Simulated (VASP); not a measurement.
Write the native input for VASP 6.6.1 that does the following.

| Quantity | Value |
| --- | --- |
| Task | single point |
| Functional | LDA |
| Potentials or basis | VASP PAW LDA potentials, release 64 (Li_sv, F) |
| Cutoff | 520 eV |
| k mesh | 9 × 9 × 6 |
| Occupations | gaussian, width 0.05 eV |
| Spin | no spin polarisation |
| Dipole correction | no |
| Further INCAR settings | ALGO = Normal; EDIFF = 1e-07; NBANDS = 18 |

The structure of LiF lies in POSCAR:

```
LiF
1.0
    3.0583360063      0.0000000000      0.0000000000
   -1.5291680031      2.6485966747      0.0000000000
    0.0000000000      0.0000000000      5.3049896365
Li F
2 2
Direct
    0.3333333333      0.6666666667      0.3839784076
    0.6666666667      0.3333333333      0.8839784076
    0.3333333333      0.6666666667      0.9910195924
    0.6666666667      0.3333333333      0.4910195924
```

This cell differs from its parent crystal: volume 10.743 Å^3 an atom, c/a of the conventional cell 1.7346.

One way to write it, as run:

INCAR

```
SYSTEM = LiF
PREC = Accurate
ENCUT = 520
EDIFF = 1E-7
ISMEAR = 0
SIGMA = 0.05
LREAL = .FALSE.
LASPH = .TRUE.
NELM = 60
ALGO = Normal
ISIF = 2
LWAVE = .FALSE.
LCHARG = .FALSE.
GGA = CA
NBANDS = 18
```

KPOINTS

```
regular mesh
0
G
  9 9 6
  0 0 0
```

Potentials or basis: VASP PAW LDA potentials, release 64 (Li_sv, F).

Launch:

```sh
$ cat potpaw_LDA.64/Li_sv/POTCAR potpaw_LDA.64/F/POTCAR > POTCAR
$ mpirun -np 1 vasp_std > vasp.out
```

It gave:

* Largest force: 0.156 eV/Å
* Band gap on the k mesh: 7.14 eV, direct

Run time: 20 s on 1 thread of AMD EPYC 9R45 96-Core Processor (Zen 5), on a shared host, peak memory 0.12 GiB.
